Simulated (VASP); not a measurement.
Input of a VASP 6.6.1 run:

POSCAR

```
Sb
1.0
    3.3091953418      0.0000000000      0.0000000000
   -1.6545976709      2.8658472321      0.0000000000
    0.0000000000      0.0000000000      5.3962304974
Sb
2
Direct
    0.6666666667      0.3333333333      0.7500000000
    0.3333333333      0.6666666667      0.2500000000
```

The input INCAR.step1:

```
SYSTEM = Sb
PREC = Accurate
ENCUT = 520
EDIFF = 1E-5
ISMEAR = -1
SIGMA = 0.05
LREAL = .FALSE.
LASPH = .TRUE.
NELM = 80
ALGO = Normal
ISIF = 2
LWAVE = .TRUE.
LCHARG = .FALSE.
GGA = PE
NBANDS = 12
```

File INCAR.step2:

```
SYSTEM = Sb
PREC = Accurate
ENCUT = 520
EDIFF = 1E-6
ISMEAR = -1
SIGMA = 0.05
LREAL = .FALSE.
LASPH = .TRUE.
NELM = 80
ALGO = Normal
ISIF = 2
LWAVE = .FALSE.
LCHARG = .FALSE.
GGA = PE
LHFCALC = .TRUE.
AEXX = 0.25
PRECFOCK = Normal
ISTART = 1
NBANDS = 12
```

File KPOINTS:

```
regular mesh
0
G
  4 4 4
  0 0 0
```

Potentials or basis: VASP PAW PBE potentials, release 64 (Sb).

The run is started by

```bash
$ cat potpaw_PBE.64/Sb/POTCAR > POTCAR
$ cp INCAR.step1 INCAR
$ mpirun -np 1 vasp_std > vasp.out
$ cp INCAR.step2 INCAR
$ mpirun -np 1 vasp_std > vasp.out
```

Task: Estimate the band gap on the k mesh.

Result: Zero (bands 5 and 6 overlap by 8.24 eV).

Task: What does it give for the pressure?

Result: -0.3 GPa.

Stress tensor (GPa, compression positive):
```
-0.90  0.00  0.00
 0.00 -0.90  0.00
 0.00  0.00  0.97
```

Caveat: the k points lie up to 0.55 Å⁻¹ apart, too coarse for converged energies and pressures of a metal; the PAW data sets were made with another functional, which shifts forces and pressure a little; spin-orbit coupling is left out, which moves the levels of the heavy elements.
